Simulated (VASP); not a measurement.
# CO2 (I-42d) in VASP: further runs

CO2 is run at these levels: RPBE, PBE; tasks: single point.

Program: VASP 6.6.1. These are calculated values, not measurements. Logs are shortened: lines on timing, memory, paths and dates and some standing lists are left out, and cuts for length are marked.

## Step 1: The cell of the first run

It takes space group I-42d (No. 122, tetragonal). The conventional cell has a = 3.965 Å, b = 3.965 Å, c = 5.983 Å, α = 90.00°, β = 90.00°, γ = 90.00°. Within 1.9 Å of C (site symmetry -4) lie 4 O at 1.40 Å. O (site symmetry 2) has 2 C at 1.40 Å within 1.9 Å.

## Step 2: Single point, RPBE

File INCAR:

```
SYSTEM = CO2
ALGO     = Normal         ! electronic algorithm
EDIFF    = 1E-6           ! SCF threshold, eV
ENCUT    = 520            ! plane-wave cutoff, eV
GGA      = RP             ! functional
ISIF     = 2              ! what is computed and relaxed
ISMEAR   = 0              ! smearing method
LASPH    = .TRUE.         ! aspherical terms in the spheres
LCHARG   = .FALSE.        ! write CHGCAR
LREAL    = .FALSE.        ! projectors in reciprocal space
LWAVE    = .FALSE.        ! write WAVECAR
NBANDS   = 25             ! bands
NELM     = 100            ! most SCF steps
PREC     = Accurate       ! precision mode
SIGMA    = 0.05           ! smearing width, eV
```

File KPOINTS:

```
k-points
0
G
  10 10 10
  0 0 0
```

File POSCAR:

```
CO2
1.0
   -1.9824135382      1.9824135382      2.9913663684
    1.9824135382     -1.9824135382      2.9913663684
    1.9824135382      1.9824135382     -2.9913663684
C O
2 4
Direct
    0.0000000000      0.0000000000      0.0000000000
    0.7500000000      0.2500000000      0.5000000000
    0.3750000000      0.2893122308      0.4143122308
    0.7106877692      0.1250000000      0.0856877692
    0.8750000000      0.9606877692      0.5856877692
    0.0393122308      0.6250000000      0.9143122308
```

Potentials or basis: VASP PAW PBE potentials, release 64 (C, O).

Launch:

```
> cat potpaw_PBE.64/C/POTCAR potpaw_PBE.64/O/POTCAR > POTCAR
> mpirun -np 1 vasp_std > vasp.out
```

OUTCAR:

```text
SYSTEM = CO2
   EDIFF = 1E-6
   ENCUT = 520
   GGA = RP
   ISIF = 2
   ISMEAR = 0
   LASPH = .TRUE.
   LREAL = .FALSE.
   NELM = 100
   PREC = Accurate

 ion  position               nearest neighbor table
   1  0.000  0.000  0.000-   3 1.40   4 1.40   5 1.40   6 1.40
   2  0.750  0.250  0.500-   3 1.40   4 1.40   5 1.40   6 1.40
   3  0.375  0.289  0.414-   1 1.40   2 1.40
   4  0.711  0.125  0.086-   1 1.40   2 1.40
   5  0.875  0.961  0.586-   1 1.40   2 1.40
   6  0.039  0.625  0.914-   1 1.40   2 1.40

  LATTYP: Found a body centered tetragonal cell.
 ALAT       =     3.9648270764
 C/A-ratio  =     1.5089517453

  Lattice vectors:

 A1 = (  -1.9824135382,   1.9824135382,   2.9913663684)
 A2 = (   1.9824135382,  -1.9824135382,   2.9913663684)
 A3 = (   1.9824135382,   1.9824135382,  -2.9913663684)

Analysis of symmetry for initial positions (statically):
=====================================================================
 Subroutine PRICEL returns:
 Original cell was already a primitive cell.

 Routine SETGRP: Setting up the symmetry group for a
 body centered tetragonal supercell.

 Subroutine GETGRP returns: Found  8 space group operations
 (whereof  4 operations were pure point group operations)
 out of a pool of 16 trial point group operations.

The static configuration has the point symmetry S_4 .
 The point group associated with its full space group is D_2d.

Analysis of symmetry for dynamics (positions and initial velocities):
=====================================================================
 Subroutine PRICEL returns:
 Original cell was already a primitive cell.

 Routine SETGRP: Setting up the symmetry group for a
 body centered tetragonal supercell.

 Subroutine GETGRP returns: Found  8 space group operations
 (whereof  4 operations were pure point group operations)
 out of a pool of 16 trial point group operations.

The dynamic configuration has the point symmetry S_4 .
 The point group associated with its full space group is D_2d.

 Subroutine INISYM returns: Found  8 space group operations
 (whereof  4 operations are pure point group operations),
 and found     1 'primitive' translations

----------------------------------------------------------------------------------------

                                     Primitive cell

  volume of cell :      47.0238

  direct lattice vectors                    reciprocal lattice vectors
    -1.982413538  1.982413538  2.991366368     0.000000000  0.252217809  0.167147697
     1.982413538 -1.982413538  2.991366368     0.252217809  0.000000000  0.167147697
     1.982413538  1.982413538 -2.991366368     0.252217809  0.252217809  0.000000000

  length of vectors
     4.099780436  4.099780436  4.099780436     0.302575901  0.302575901  0.356689847

  position of ions in fractional coordinates (direct lattice)
     0.000000000  0.000000000  0.000000000
     0.750000000  0.250000000  0.500000000
     0.375000000  0.289312231  0.414312231
     0.710687769  0.125000000  0.085687769
     0.875000000  0.960687769  0.585687769
     0.039312231  0.625000000  0.914312231

  ion indices of the primitive-cell ions
   primitive index   ion index
                 1           1
                 2           2
                 3           3
                 4           4
                 5           5
                 6           6

----------------------------------------------------------------------------------------

 KPOINTS: k-points

Automatic generation of k-mesh.
 Grid dimensions read from file:
 generate k-points for:   10   10   10

 Generating k-lattice:

  Cartesian coordinates                     Fractional coordinates (reciprocal lattice)
     0.000000000  0.025221781  0.016714770     0.100000000 -0.000000000  0.000000000
     0.025221781  0.000000000  0.016714770    -0.000000000  0.100000000  0.000000000
     0.025221781  0.025221781  0.000000000     0.000000000  0.000000000  0.100000000

  Length of vectors
     0.030257590  0.030257590  0.035668985

  Shift w.r.t. Gamma in fractional coordinates (k-lattice)
     0.000000000  0.000000000  0.000000000

 Subroutine IBZKPT returns following result:
 ===========================================

 Found    102 irreducible k-points:

 Following reciprocal coordinates:
            Coordinates               Weight
  0.000000  0.000000  0.000000      1.000000
  0.100000  0.000000 -0.000000      8.000000
  0.200000  0.000000 -0.000000      8.000000
  0.300000  0.000000 -0.000000      8.000000
  0.400000  0.000000 -0.000000      8.000000
  0.500000  0.000000 -0.000000      4.000000
[... 16 lines left out ...]
  0.300000  0.300000 -0.000000      8.000000
  0.400000  0.300000 -0.000000     16.000000
 [... further k-points ...]
   k-points           NKPTS =    102   k-points in BZ     NKDIM =    102   number of bands    NBANDS=     25
   number of dos      NEDOS =    301   number of ions     NIONS =      6
   total plane-waves  NPLWV =  27000
   dimension x,y,z NGX =    30 NGY =   30 NGZ =   30
   dimension x,y,z NGXF=    60 NGYF=   60 NGZF=   60
   ions per type =               2   4
   NGX,Y,Z   is equivalent  to a cutoff of  12.16, 12.16, 12.16 a.u.
   NGXF,Y,Z  is equivalent  to a cutoff of  24.33, 24.33, 24.33 a.u.
 SYSTEM =  CO2
   PREC   = accura    normal or accurate (medium, high low for compatibility)
   ISTART =      0    job   : 0-new  1-cont  2-samecut
   ICHARG =      2    charge: 1-file 2-atom 10-const
   ISPIN  =      1    spin polarized calculation?
   LNONCOLLINEAR =      F non collinear calculations
   LSORBIT =      F    spin-orbit coupling
   LASPH  =      T    aspherical Exc in radial PAW
   ENCUT  =  520.0 eV  38.22 Ry    6.18 a.u.   7.62  7.62  7.62*2*pi/ulx,y,z
   NELM   =    100;   NELMIN=  2; NELMDL= -5     # of ELM steps
   EDIFF  = 0.1E-05   stopping-criterion for ELM
   LREAL  =      F    real-space projection
   EDIFFG = 0.1E-04   stopping-criterion for IOM
   NSW    =      0    number of steps for IOM
   IBRION =     -1    ionic relax: 0-MD 1-quasi-New 2-CG
   NFREE  =      0    steps in history (QN), initial steepest desc. (CG)
   ISIF   =      2    stress and relaxation
   ISYM   =      2    0-nonsym 1-usesym 2-fastsym
   POTIM  = 0.5000    time-step for ionic-motion
   TEBEG  =    0.0;   TEEND  =   0.0 temperature during run
   PSTRESS=    0.0 pullay stress
   NELECT =      32.0000    total number of electrons
   NUPDOWN=      -1.0000    fix difference up-down
   EMIN   =  10.00;   EMAX   =-10.00  energy-range for DOS
   EFERMI =   0.00;   METHOD = LEGACY
   ISMEAR =     0;   SIGMA  =   0.05  broadening in eV -4-tet -1-fermi 0-gaus
   EFERMI_NEDOS =   21; number of points for ismear=-14 and -15
   IALGO  =     38    algorithm
   IMIX   =      4    mixing-type and parameters
     AMIX     =   0.40;   BMIX     =  1.00
     AMIX_MAG =   1.60;   BMIX_MAG =  1.00
  volume/ion in A,a.u.               =       7.84        52.89
  Fermi-wavevector in a.u.,A,eV,Ry     =   1.439966  2.721140 28.211693  2.073501
  Thomas-Fermi vector in A             =   2.558762
   LORBIT       =      0    0 simple, 1 ext, 2 COOP (PROOUT), +10 PAW based schemes
   GGA     = RP    functional components
   LHFCALC =     F    Hartree Fock is set to
   AEXX    =    0.0000 exact exchange contribution
   IVDW    =     0    specifies the selected vdW correction
   LEPSILON=     F    determine dielectric tensor
   LRPA    =     F    only Hartree local field effects (RPA)
 non-spin polarized calculation
 Gauss-broadening in eV      SIGMA  =   0.05
  energy-cutoff  :      520.00
  volume of cell :       47.02
 maximum number of plane-waves:      1307
   NGX = 15   NGY = 15   NGZ = 15

 number of electron      31.9999991 magnetization

 Free energy of the ion-electron system (eV)
  ---------------------------------------------------
  ext. energy  EPLUGINS =         0.00000000
  ---------------------------------------------------
  free energy    TOTEN  =       -40.93938156 eV

  energy without entropy =      -40.93938156  energy(sigma->0) =      -40.93938156

 E-fermi :   2.5348     XC(G=0): -10.7288

 val. band max:        2.2544232762   @ k =   0.5000   0.0000  -0.0000
 cond. band min:      10.0244161998   @ k =   0.0000   0.0000   0.0000
 fundamental gap:      7.7699929236
 Fermi energy:         2.5347777831

 k-point     1 :       0.0000    0.0000    0.0000
  band No.  band energies     occupation
      1     -21.7668      2.00000
      2     -16.7400      2.00000
      3     -16.7400      2.00000
      4     -16.0658      2.00000
      5     -12.3311      2.00000
      6      -7.3188      2.00000
[... 17 lines left out ...]
     24      17.5156      0.00000
     25      17.5156      0.00000

 k-point     2 :       0.1000    0.0000   -0.0000
  band No.  band energies     occupation
      1     -21.7025      2.00000
      2     -16.8838      2.00000
      3     -16.7561      2.00000
      4     -16.1617      2.00000
      5     -12.1154      2.00000
      6      -7.3091      2.00000
[... 17 lines left out ...]
     24      17.4557      0.00000
     25      17.5844      0.00000

 k-point     3 :       0.2000    0.0000   -0.0000
  band No.  band energies     occupation
      1     -21.5174      2.00000
      2     -17.3294      2.00000
      3     -16.7944      2.00000
      4     -16.2983      2.00000
      5     -11.6157      2.00000
      6      -7.3031      2.00000
[... 17 lines left out ...]
     24      17.2576      0.00000
     25      17.6321      0.00000

 k-point     4 :       0.3000    0.0000   -0.0000
  band No.  band energies     occupation
      1     -21.2387      2.00000
      2     -17.9282      2.00000
      3     -16.8343      2.00000
      4     -16.3924      2.00000
      5     -11.0803      2.00000
      6      -7.2973      2.00000
[... 17 lines left out ...]
     24      17.0370      0.00000
     25      17.4459      0.00000
[... 477 lines left out ...]
 k-point    22 :      -0.2000    0.2000    0.0000
  band No.  band energies     occupation
      1     -21.4246      2.00000
      2     -17.5661      2.00000
      3     -16.8034      2.00000
      4     -16.2620      2.00000
      5     -11.4775      2.00000
      6      -7.7790      2.00000
[... 17 lines left out ...]
     24      17.2048      0.00000
     25      18.0413      0.00000

 k-point    23 :       0.3000    0.3000   -0.0000
  band No.  band energies     occupation
      1     -20.5136      2.00000
      2     -18.9799      2.00000
      3     -16.9490      2.00000
      4     -16.6371      2.00000
      5      -9.9421      2.00000
      6      -7.9622      2.00000
[... 17 lines left out ...]
     24      16.9607      0.00000
     25      17.4139      0.00000

 k-point    24 :       0.4000    0.3000   -0.0000
  band No.  band energies     occupation
      1     -20.2889      2.00000
      2     -19.2603      2.00000
      3     -16.9266      2.00000
      4     -16.6764      2.00000
      5      -9.7229      2.00000
      6      -8.2857      2.00000
[... 17 lines left out ...]
     24      16.9908      0.00000
     25      17.6916      0.00000

 [... further k-points ...]
[... 5 lines left out ...]
  --------------------------------------------------------------------------------------
  -------------------------------------------------------------------------------------
  Total        2.0785214      2.0785214      1.9574566      0.0000000      0.0000000      0.0000000
  in kB       70.8185401     70.8185401     66.6936697      0.0000000      0.0000000      0.0000000
  external PRESSURE =      69.4435833 kB  Pullay stress =       0.0000000 kB

 VOLUME and BASIS-vectors are now :
 -----------------------------------------------------------------------------
  energy-cutoff  :      520.00
  volume of cell :       47.02
      direct lattice vectors                 reciprocal lattice vectors
    -1.982413538  1.982413538  2.991366368     0.000000000  0.252217809  0.167147697
     1.982413538 -1.982413538  2.991366368     0.252217809  0.000000000  0.167147697
     1.982413538  1.982413538 -2.991366368     0.252217809  0.252217809  0.000000000

 POSITION                                       TOTAL-FORCE (eV/Angst)
 -----------------------------------------------------------------------------------
      0.00000      0.00000      0.00000        -0.000000      0.000000     -0.000000
      0.00000      1.98241      1.49568        -0.000000      0.000000      0.000000
      0.65147      0.99121      0.74784         0.232079      0.000000      0.000000
     -0.99121      1.33094      2.24352        -0.000000     -0.232079      0.000000
      1.33094      0.99121      3.73921        -0.232079      0.000000      0.000000
      2.97362      0.65147     -0.74784        -0.000000      0.232079      0.000000
 -----------------------------------------------------------------------------------
    total drift:                                0.000005      0.000005      0.000006

  FREE ENERGIE OF THE ION-ELECTRON SYSTEM (eV)
  ---------------------------------------------------
  free  energy   TOTEN  =       -40.9393815638 eV

  energy  without entropy=      -40.9393815638  energy(sigma->0) =      -40.93938156
```

Run time: 63 s. Hardware: 1 thread of Intel Xeon 6975P-C (Granite Rapids), shared host; peak memory 0.21 GiB.

Results:

```
Free energy            : -40.9394 eV
Pressure               : 6.9 GPa
Largest force          : 0.232 eV/Å
Band gap on the k mesh : 7.77 eV, indirect (least direct gap 8.20 eV)
```

Forces on the atoms (eV/Å):
```
C    0.000  0.000  0.000
C    0.000  0.000  0.000
O    0.232  0.000  0.000
O    0.000 -0.232  0.000
O   -0.232  0.000  0.000
O    0.000  0.232  0.000
```

Levels at points of the mesh, in eV from the valence-band top:
```
           k point  band 12  band 13  band 14  band 15  band 16  band 17  band 18  band 19  band 20  band 21
(0.00, 0.00, 0.00)    -1.16    -1.16    -0.86    -0.86    -0.43     7.77     9.17     9.27     9.27    12.36
(0.50, 0.00, 0.00)    -2.23    -1.65    -1.33    -0.40     0.00     8.27     9.44     9.62    10.35    12.45
(0.50, 0.50, 0.00)    -2.63    -0.64    -0.64    -0.50    -0.50     8.86     8.86     9.96     9.96    11.81
(0.50, 0.50, 0.50)    -3.10    -2.81    -2.81     0.00     0.00     8.99     8.99    10.63    10.63    11.47
```

Caveat: the PAW data sets were made with another functional, which shifts forces and pressure a little. A k mesh can miss the band edges.

## Step 3: Single point, PBE

File INCAR:

```
  PREC = Accurate
  ENCUT = 520
  EDIFF = 1E-6
  ISMEAR = 0
  SIGMA = 0.05
  LREAL = False
  LASPH = True
  NELM = 60
  ALGO = Normal
  ISIF = 2
  LWAVE = False
  LCHARG = False
  GGA = PE
  NBANDS = 25
```

File KPOINTS:

```
Automatic mesh
0
Gamma
  10 10 10
  0.5 0.5 0.5
```

POSCAR is that of step 2.

Potentials or basis: VASP PAW PBE potentials, release 64 (C, O).

Launch:

```
> cat potpaw_PBE.64/C/POTCAR potpaw_PBE.64/O/POTCAR > POTCAR
> mpirun -np 1 vasp_std > vasp.out
```

Run time: 57 s. Hardware: 1 thread of Intel Xeon 6975P-C (Granite Rapids), shared host; peak memory 0.21 GiB.

It converged, with:

```yaml
Free_energy: -43.4285 eV
Pressure: 1.4 GPa
Largest_force: 0.077 eV/Å
Band_gap_on_the_k_mesh: 7.70 eV, indirect (least direct gap 8.12 eV)
```

Forces in eV/Å, atoms in the order of the input:
```
C    0.000  0.000  0.000
C    0.000  0.000  0.000
O    0.077  0.000  0.000
O    0.000 -0.077  0.000
O   -0.077  0.000  0.000
O    0.000  0.077  0.000
```

Stress tensor (GPa, compression positive):
```
1.48 0.00 0.00
0.00 1.48 0.00
0.00 0.00 1.21
```

Levels at points of the mesh, in eV from the valence-band top:
```
           k point  band 13  band 14  band 15  band 16  band 17  band 18  band 19  band 20
(0.05, 0.05, 0.05)    -1.13    -0.97    -0.89    -0.54     7.79     9.12     9.32     9.44
```

## Step 4: Single point, PBE

File INCAR:

```
SYSTEM = CO2
PREC     = Accurate       ! precision mode
ENCUT    = 520            ! plane-wave cutoff, eV
EDIFF    = 1E-6           ! SCF threshold, eV
ISMEAR   = 1              ! smearing method
SIGMA    = 0.005          ! smearing width, eV
LREAL    = .FALSE.        ! projectors in reciprocal space
LASPH    = .TRUE.         ! aspherical terms in the spheres
NELM     = 80             ! most SCF steps
ALGO     = Normal         ! electronic algorithm
ISIF     = 2              ! what is computed and relaxed
LWAVE    = .FALSE.        ! write WAVECAR
LCHARG   = .TRUE.         ! write CHGCAR
GGA      = PE             ! functional
LELF     = .TRUE.         ! ELF
LVHAR    = .TRUE.       
NBANDS   = 25             ! bands
```

KPOINTS is that of step 3.

POSCAR is that of step 3.

Launch:

```
> cat potpaw_PBE.64/C/POTCAR potpaw_PBE.64/O/POTCAR > POTCAR
> mpirun -np 1 vasp_std > vasp.out
```

Wall time 60 s (1 thread of Intel Xeon 6975P-C (Granite Rapids), shared host); peak memory 0.22 GiB.

The run converged. Its results:

* Free energy: -43.4285 eV
* Pressure: 1.4 GPa
* Largest force: 0.077 eV/Å
* Band gap on the k mesh: 7.70 eV, indirect (least direct gap 8.12 eV)

Forces on the atoms (eV/Å):
```
C    0.000  0.000  0.000
C    0.000  0.000  0.000
O    0.077  0.000  0.000
O    0.000 -0.077  0.000
O   -0.077  0.000  0.000
O    0.000  0.077  0.000
```

Stress tensor (GPa, compression positive):
```
1.48 0.00 0.00
0.00 1.48 0.00
0.00 0.00 1.21
```

Levels at points of the mesh, in eV from the valence-band top:
```csv
k point,band 12,band 13,band 14,band 15,band 16,band 17,band 18,band 19,band 20,band 21
"(0.05, 0.05, 0.05)",-1.39,-1.13,-0.97,-0.89,-0.54,7.79,9.12,9.32,9.44,12.10
```

## Step 5: Summary

| level | k mesh | smearing | gap on the mesh (eV) | pressure (GPa) | largest force (eV/Å) |
| --- | --- | --- | --- | --- | --- |
| RPBE | 10 × 10 × 10 | gaussian 0.05 eV | 7.77 | 6.9 | 0.23 |
| PBE | 10 × 10 × 10, shifted | gaussian 0.05 eV | 7.70 | 1.4 | 0.08 |
| PBE | 10 × 10 × 10, shifted | methfessel-paxton 0.005 eV | 7.70 | 1.4 | 0.08 |

Alike in all rows: task single point; potentials or basis VASP PAW PBE potentials, release 64 (C, O); no spin polarisation; cell as given; cutoff (eV) 520.

On the cell as given the gap runs from 7.70 eV (PBE) to 7.77 eV (RPBE). The pressure there spans 1.4 GPa (PBE) to 6.9 GPa (RPBE); a positive pressure means that this level wants a larger cell, a negative one a smaller.

Caveats: the PAW data sets were made with another functional, which shifts forces and pressure a little (some runs).

Total energies depend on the potentials used, so only differences within one code and one set of settings carry meaning.
